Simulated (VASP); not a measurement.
Set up this calculation in VASP 6.6.1, as the native input.

```yaml
Task: single point
Functional: PBE
Potentials_or_basis: VASP PAW PBE potentials, release 64 (C)
Cutoff: 520 eV
k_mesh: 18 × 18 × 18
Occupations: fermi-dirac, width 0.1 eV
Spin: no spin polarisation
Dipole_correction: no
Further_INCAR_settings: ALGO = Normal; EDIFF = 1e-07; NBANDS = 11
```

The structure of C lies in POSCAR:

```
C
1.0
    0.0000000000      1.7555413604      1.7555413604
    1.7555413604      0.0000000000      1.7555413604
    1.7555413604      1.7555413604      0.0000000000
C
2
Direct
   -0.1250000000     -0.1250000000     -0.1250000000
    0.1250000000      0.1250000000      0.1250000000
```

This cell differs from its parent crystal: volume scaled by 0.95.

The input as run:

INCAR

```
PREC = Accurate ; ENCUT = 520
EDIFF = 1E-7 ; ISMEAR = -1
SIGMA = 0.1 ; LREAL = False
LASPH = True ; NELM = 100
ALGO = Normal ; ISIF = 2
LWAVE = False ; LCHARG = False
GGA = PE ; NBANDS = 11
```

KPOINTS

```
regular mesh
0
Gamma
  18 18 18
```

Potentials or basis: VASP PAW PBE potentials, release 64 (C).

The run is started by

```console
$ cat potpaw_PBE.64/C/POTCAR > POTCAR
$ mpirun -np 1 vasp_std > vasp.out
```

It gave:

```
Pressure               : 25.3 GPa
Band gap on the k mesh : 4.25 eV, indirect (least direct gap 5.72 eV)
```

It took 9 s on 1 thread of Intel(R) Xeon(R) 6975P-C (Granite Rapids), on a shared host, peak memory 0.12 GiB.
